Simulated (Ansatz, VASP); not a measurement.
Ba in VASP and in Ansatz

```xyz
3
Lattice="7.5108 0.0000 0.0000 -3.7554 6.5045 0.0000 0.0000 0.0000 4.4076" Properties=species:S:1:pos:R:3 pbc="T T T"
Ba    7.5108    0.0000    4.4076
Ba    0.0000    4.3364    2.2038
Ba    3.7554    2.1682    2.2038
```

Alike in both runs: task single point; functional r2SCAN; k mesh 6 × 6 × 8; occupations fermi-dirac, width 0.1 eV; no spin polarisation.

|  | VASP | Ansatz |
| --- | --- | --- |
| version | VASP 6.6.1 | Ansatz 0.2.0 |
| potentials or method | VASP PAW PBE potentials, release 64 (Ba_sv), cutoff 520 eV | plane waves (500 eV) with PAW, scalar-relativistic |
| valence electrons in the cell | 30 | 30 |

```csv
,VASP,Ansatz,Ansatz less VASP
pressure (GPa),-0.5,-0.5,-0.03
"traceless stress, the component that is largest in VASP (GPa)",0.06,0.06,0.000
```

VASP's potentials were made for PBE, not for r2SCAN.

Spin-orbit coupling is off throughout.
